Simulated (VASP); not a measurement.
# W (Im-3m) in VASP: notebook

W is run at these levels: r2SCAN; tasks: single point.

Program: VASP 6.6.1. These are calculated values, not measurements. Logs are shortened: lines on timing, memory, paths and dates and some standing lists are left out, and cuts for length are marked.

## 1. The cell of the first run

The structure is cubic, space group Im-3m (No. 229). Conventional cell: a = 3.170 Å, b = 3.170 Å, c = 3.170 Å, α = 90.00°, β = 90.00°, γ = 90.00°. W (site symmetry m-3m) has 14 W at 2.74 to 3.17 Å within 3.6 Å.

## 2. Single point, r2SCAN

POSCAR reads:

```
W
1.0
   -1.5848038465      1.5848038465      1.5848038465
    1.5848038465     -1.5848038465      1.5848038465
    1.5848038465      1.5848038465     -1.5848038465
W
1
Direct
    0.0000000000      0.0000000000      0.0000000000
```

INCAR.step1 reads:

```
SYSTEM = W
PREC     = Accurate       ! precision mode
ENCUT    = 520            ! plane-wave cutoff, eV
ISMEAR   = 0              ! smearing method
SIGMA    = 0.03           ! smearing width, eV
LREAL    = .False.        ! projectors in reciprocal space
LASPH    = .True.         ! aspherical terms in the spheres
NELM     = 80             ! most SCF steps
NBANDS   = 13             ! bands
GGA      = PE             ! functional
ALGO     = Normal         ! electronic algorithm
EDIFF    = 1E-4           ! SCF threshold, eV
LWAVE    = .True.         ! write WAVECAR
LCHARG   = .False.        ! write CHGCAR
```

INCAR.step2 reads:

```
SYSTEM = W
PREC     = Accurate       ! precision mode
ENCUT    = 520            ! plane-wave cutoff, eV
EDIFF    = 1E-6           ! SCF threshold, eV
ISMEAR   = 0              ! smearing method
SIGMA    = 0.03           ! smearing width, eV
LREAL    = .False.        ! projectors in reciprocal space
LASPH    = .True.         ! aspherical terms in the spheres
NELM     = 80             ! most SCF steps
ALGO     = Normal         ! electronic algorithm
ISIF     = 2              ! what is computed and relaxed
LWAVE    = .False.        ! write WAVECAR
LCHARG   = .False.        ! write CHGCAR
METAGGA  = R2SCAN         ! meta-GGA
LMIXTAU  = .True.       
NBANDS   = 13             ! bands
ISTART   = 1
```

KPOINTS reads:

```
Automatic mesh
0
Gamma
  14 14 14
  0 0 0
```

Potentials or basis: VASP PAW PBE potentials, release 64 (W_sv).

Started as:

```
$ cat potpaw_PBE.64/W_sv/POTCAR > POTCAR
$ cp INCAR.step1 INCAR
$ mpirun -np 1 vasp_std > vasp.out
$ cp INCAR.step2 INCAR
$ mpirun -np 1 vasp_std > vasp.out
```

OUTCAR:

```text
SYSTEM = W
   PREC = Accurate
   ENCUT = 520
   EDIFF = 1E-6
   ISMEAR = 0
   LREAL = .False.
   LASPH = .True.
   NELM = 80
   ISIF = 2
   METAGGA = R2SCAN
   ISTART = 1

 ion  position               nearest neighbor table
   1  0.000  0.000  0.000-

  LATTYP: Found a body centered cubic cell.
 ALAT       =     3.1696076930

  Lattice vectors:

 A1 = (  -1.5848038465,   1.5848038465,   1.5848038465)
 A2 = (   1.5848038465,  -1.5848038465,   1.5848038465)
 A3 = (   1.5848038465,   1.5848038465,  -1.5848038465)

Analysis of symmetry for initial positions (statically):
=====================================================================
 Subroutine PRICEL returns:
 Original cell was already a primitive cell.

 Routine SETGRP: Setting up the symmetry group for a
 body centered cubic supercell.

 Subroutine GETGRP returns: Found 48 space group operations
 (whereof 48 operations were pure point group operations)
 out of a pool of 48 trial point group operations.

The static configuration has the point symmetry O_h .

Analysis of symmetry for dynamics (positions and initial velocities):
=====================================================================
 Subroutine PRICEL returns:
 Original cell was already a primitive cell.

 Routine SETGRP: Setting up the symmetry group for a
 body centered cubic supercell.

 Subroutine GETGRP returns: Found 48 space group operations
 (whereof 48 operations were pure point group operations)
 out of a pool of 48 trial point group operations.

The dynamic configuration has the point symmetry O_h .

 Subroutine INISYM returns: Found 48 space group operations
 (whereof 48 operations are pure point group operations),
 and found     1 'primitive' translations

----------------------------------------------------------------------------------------

                                     Primitive cell

  volume of cell :      15.9216

  direct lattice vectors                    reciprocal lattice vectors
    -1.584803847  1.584803847  1.584803847     0.000000000  0.315496458  0.315496458
     1.584803847 -1.584803847  1.584803847     0.315496458  0.000000000  0.315496458
     1.584803847  1.584803847 -1.584803847     0.315496458  0.315496458  0.000000000

  length of vectors
     2.744960782  2.744960782  2.744960782     0.446179370  0.446179370  0.446179370

  position of ions in fractional coordinates (direct lattice)
     0.000000000  0.000000000  0.000000000

  ion indices of the primitive-cell ions
   primitive index   ion index
                 1           1

----------------------------------------------------------------------------------------

 KPOINTS: Automatic mesh

Automatic generation of k-mesh.
 Grid dimensions read from file:
 generate k-points for:   14   14   14

 Generating k-lattice:

  Cartesian coordinates                     Fractional coordinates (reciprocal lattice)
     0.000000000  0.022535461  0.022535461     0.071428571  0.000000000  0.000000000
     0.022535461  0.000000000  0.022535461     0.000000000  0.071428571  0.000000000
     0.022535461  0.022535461  0.000000000     0.000000000  0.000000000  0.071428571

  Length of vectors
     0.031869955  0.031869955  0.031869955

  Shift w.r.t. Gamma in fractional coordinates (k-lattice)
     0.000000000  0.000000000  0.000000000

 Subroutine IBZKPT returns following result:
 ===========================================

 Found    104 irreducible k-points:

 Following reciprocal coordinates:
            Coordinates               Weight
  0.000000  0.000000  0.000000      1.000000
  0.071429  0.000000  0.000000     12.000000
  0.142857  0.000000  0.000000     12.000000
  0.214286  0.000000  0.000000     12.000000
  0.285714  0.000000  0.000000     12.000000
  0.357143  0.000000  0.000000     12.000000
[... 16 lines left out ...]
  0.285714  0.285714  0.000000     24.000000
  0.357143  0.285714  0.000000     24.000000
 [... further k-points ...]
   k-points           NKPTS =    104   k-points in BZ     NKDIM =    104   number of bands    NBANDS=     13
   number of dos      NEDOS =    301   number of ions     NIONS =      1
   total plane-waves  NPLWV =   8000
   dimension x,y,z NGX =    20 NGY =   20 NGZ =   20
   dimension x,y,z NGXF=    40 NGYF=   40 NGZF=   40
   ions per type =               1
   NGX,Y,Z   is equivalent  to a cutoff of  12.11, 12.11, 12.11 a.u.
   NGXF,Y,Z  is equivalent  to a cutoff of  24.23, 24.23, 24.23 a.u.
 SYSTEM =  W
   PREC   = accura    normal or accurate (medium, high low for compatibility)
   ISTART =      1    job   : 0-new  1-cont  2-samecut
   ICHARG =      0    charge: 1-file 2-atom 10-const
   ISPIN  =      1    spin polarized calculation?
   LNONCOLLINEAR =      F non collinear calculations
   LSORBIT =      F    spin-orbit coupling
   LASPH  =      T    aspherical Exc in radial PAW
   ENCUT  =  520.0 eV  38.22 Ry    6.18 a.u.   5.10  5.10  5.10*2*pi/ulx,y,z
   NELM   =     80;   NELMIN=  2; NELMDL=  0     # of ELM steps
   EDIFF  = 0.1E-05   stopping-criterion for ELM
   LREAL  =      F    real-space projection
   EDIFFG = 0.1E-04   stopping-criterion for IOM
   NSW    =      0    number of steps for IOM
   IBRION =     -1    ionic relax: 0-MD 1-quasi-New 2-CG
   NFREE  =      0    steps in history (QN), initial steepest desc. (CG)
   ISIF   =      2    stress and relaxation
   ISYM   =      2    0-nonsym 1-usesym 2-fastsym
   POTIM  = 0.5000    time-step for ionic-motion
   TEBEG  =    0.0;   TEEND  =   0.0 temperature during run
   PSTRESS=    0.0 pullay stress
   NELECT =      14.0000    total number of electrons
   NUPDOWN=      -1.0000    fix difference up-down
   EMIN   =  10.00;   EMAX   =-10.00  energy-range for DOS
   EFERMI =   0.00;   METHOD = LEGACY
   ISMEAR =     0;   SIGMA  =   0.03  broadening in eV -4-tet -1-fermi 0-gaus
   EFERMI_NEDOS =   21; number of points for ismear=-14 and -15
   IALGO  =     38    algorithm
   IMIX   =      4    mixing-type and parameters
     AMIX     =   0.40;   BMIX     =  1.00
     AMIX_MAG =   1.60;   BMIX_MAG =  1.00
  volume/ion in A,a.u.               =      15.92       107.44
  Fermi-wavevector in a.u.,A,eV,Ry     =   1.568395  2.963836 33.468448  2.459862
  Thomas-Fermi vector in A             =   2.670432
   LORBIT       =      0    0 simple, 1 ext, 2 COOP (PROOUT), +10 PAW based schemes
   METAGGA = R2SCAN    functional components
   LHFCALC =     F    Hartree Fock is set to
   AEXX    =    0.0000 exact exchange contribution
   IVDW    =     0    specifies the selected vdW correction
   LEPSILON=     F    determine dielectric tensor
   LRPA    =     F    only Hartree local field effects (RPA)
 non-spin polarized calculation
 Gauss-broadening in eV      SIGMA  =   0.03
  energy-cutoff  :      520.00
  volume of cell :       15.92
 maximum number of plane-waves:       444
   NGX = 11   NGY = 11   NGZ = 11

 number of electron      14.0000003 magnetization

 Free energy of the ion-electron system (eV)
  ---------------------------------------------------
  ext. energy  EPLUGINS =         0.00000000
  ---------------------------------------------------
  free energy    TOTEN  =       -51.34518335 eV

  energy without entropy =      -51.34480142  energy(sigma->0) =      -51.34499238

 E-fermi :  11.3169     XC(G=0): -14.9349

 val. band max:       11.3039885977   @ k =  -0.4286   0.5000   0.2857
 cond. band min:      11.3271416335   @ k =   0.5000   0.5000   0.2857
 fundamental gap:      0.0231530358
 Fermi energy:        11.3168697154

 k-point     1 :       0.0000    0.0000    0.0000
  band No.  band energies     occupation
      1     -64.9126      2.00000
      2     -27.7770      2.00000
      3     -27.7770      2.00000
      4     -27.7770      2.00000
      5       1.1215      2.00000
      6       9.9451      2.00000
      7       9.9451      2.00000
      8       9.9451      2.00000
      9      13.7686      0.00000
     10      13.7686      0.00000
     11      26.4772      0.00000
     12      26.4772      0.00000
     13      26.4772      0.00000

 k-point     2 :       0.0714    0.0000    0.0000
  band No.  band energies     occupation
      1     -64.9053      2.00000
      2     -27.8494      2.00000
      3     -27.7994      2.00000
      4     -27.7773      2.00000
      5       1.3773      2.00000
      6       9.7885      2.00000
      7       9.9057      2.00000
      8      10.1916      2.00000
      9      13.5223      0.00000
     10      13.7683      0.00000
     11      26.6909      0.00000
     12      26.9135      0.00000
     13      27.0840      0.00000

 k-point     3 :       0.1429    0.0000    0.0000
  band No.  band energies     occupation
      1     -64.8849      2.00000
      2     -28.0490      2.00000
      3     -27.8618      2.00000
      4     -27.7783      2.00000
      5       2.0968      2.00000
      6       9.3773      2.00000
      7       9.7251      2.00000
      8      10.9169      2.00000
      9      13.1001      0.00000
     10      13.7881      0.00000
     11      27.1336      0.00000
     12      28.1582      0.00000
     13      28.4249      0.00000
[... 305 lines left out ...]
 k-point    23 :       0.2857    0.2857    0.0000
  band No.  band energies     occupation
      1     -64.7513      2.00000
      2     -28.8668      2.00000
      3     -28.5082      2.00000
      4     -27.9384      2.00000
      5       6.4680      2.00000
      6       7.9053      2.00000
      7       8.8917      2.00000
      8      13.6396      0.00000
      9      14.5465      0.00000
     10      20.2908      0.00000
     11      21.0357      0.00000
     12      24.9860      0.00000
     13      28.6601      0.00000

 k-point    24 :       0.3571    0.2857    0.0000
  band No.  band energies     occupation
      1     -64.7466      2.00000
      2     -28.8154      2.00000
      3     -28.6089      2.00000
      4     -27.9456      2.00000
      5       6.5751      2.00000
      6       8.0643      2.00000
      7       8.7797      2.00000
      8      13.9054      0.00000
      9      14.5163      0.00000
     10      20.0923      0.00000
     11      21.7326      0.00000
     12      23.8775      0.00000
     13      29.1390      0.00000

 [... further k-points ...]

------------------------ aborting loop because EDIFF is reached ----------------------------------------

  FORCE on cell =-STRESS in cart. coord.  units (eV):
  Direction    XX          YY          ZZ          XY          YZ          ZX
  --------------------------------------------------------------------------------------
  -------------------------------------------------------------------------------------
  Total        0.1353358      0.1353358      0.1353358     -0.0000000     -0.0000000      0.0000000
  in kB       13.6187307     13.6187307     13.6187307     -0.0000000     -0.0000000      0.0000000
  external PRESSURE =      13.6187307 kB  Pullay stress =       0.0000000 kB

 VOLUME and BASIS-vectors are now :
 -----------------------------------------------------------------------------
  energy-cutoff  :      520.00
  volume of cell :       15.92
      direct lattice vectors                 reciprocal lattice vectors
    -1.584803847  1.584803847  1.584803847     0.000000000  0.315496458  0.315496458
     1.584803847 -1.584803847  1.584803847     0.315496458  0.000000000  0.315496458
     1.584803847  1.584803847 -1.584803847     0.315496458  0.315496458  0.000000000

 POSITION                                       TOTAL-FORCE (eV/Angst)
 -----------------------------------------------------------------------------------
      0.00000      0.00000      0.00000         0.000000     -0.000000      0.000000
 -----------------------------------------------------------------------------------
    total drift:                                0.000000     -0.000000      0.000000

  FREE ENERGIE OF THE ION-ELECTRON SYSTEM (eV)
  ---------------------------------------------------
  free  energy   TOTEN  =       -51.3451833510 eV

  energy  without entropy=      -51.3448014169  energy(sigma->0) =      -51.34499238
```

Wall time 1.8 min (1 thread of Intel Xeon 8259CL, shared host); peak memory 0.14 GiB.

Results:

* Free energy: -51.3452 eV
* Pressure: 1.4 GPa
* Band gap on the k mesh: zero (bands 7 and 8 overlap by 6.58 eV)

Caveat: the PAW data sets were made with another functional, which shifts forces and pressure a little; spin-orbit coupling is left out, which moves the levels of the heavy elements.

(Continued in part 2 of 2.)
